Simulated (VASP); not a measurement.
Write the native input for VASP 6.6.1 that does the following.

| Quantity | Value |
| --- | --- |
| Task | single point |
| Functional | PBE |
| Potentials or basis | VASP PAW PBE potentials, release 64 (Ta_pv, N) |
| Cutoff | 520 eV |
| k mesh | 6 × 6 × 9 |
| Occupations | fermi-dirac, width 0.01 eV |
| Spin | no spin polarisation |
| Dipole correction | no |
| Further INCAR settings | ALGO = Normal; EDIFF = 1e-07; NBANDS = 33 |

The structure of TaN lies in POSCAR:

```
TaN
1.0
    5.2643771406      0.0000000000      0.0000000000
   -2.6321885702      4.5590843388      0.0000000000
    0.0000000000      0.0000000000      2.9493070245
Ta N
3 3
Direct
    0.3333333333      0.6666666667      0.5000000000
    0.6666666667      0.3333333333      0.5000000000
    0.0000000000      0.0000000000      0.0000000000
    0.3928500000      0.0000000000      0.0000000000
    0.6071500000      0.6071500000      0.0000000000
    0.0000000000      0.3928500000      0.0000000000
```

These files were run (other wordings do the same):

INCAR

```
SYSTEM = TaN
  ALGO = Normal
  EDIFF = 1E-7
  ENCUT = 520
  GGA = PE
  ISIF = 2
  ISMEAR = -1
  LASPH = .True.
  LCHARG = .True.
  LELF = .True.
  LREAL = .False.
  LVHAR = .True.
  LWAVE = .False.
  NBANDS = 33
  NELM = 80
  PREC = Accurate
  SIGMA = 0.01
```

KPOINTS

```
k-points
0
Gamma
  6 6 9
  0 0 0
```

Potentials or basis: VASP PAW PBE potentials, release 64 (Ta_pv, N).

The run is started by

```bash
$ cat potpaw_PBE.64/Ta_pv/POTCAR potpaw_PBE.64/N/POTCAR > POTCAR
$ mpirun -np 1 vasp_std > vasp.out
```

It gave:

```yaml
Pressure: -6.5 GPa
Largest_force: 0.108 eV/Å
Band_gap_on_the_k_mesh: zero (bands 24 and 25 overlap by 2.95 eV)
```

Caveat: the cell stands under tension; spin-orbit coupling is left out, which moves the levels of the heavy elements.

It took 110 s on 1 thread of Intel Xeon 8259CL (shared host), peak memory 0.22 GiB.
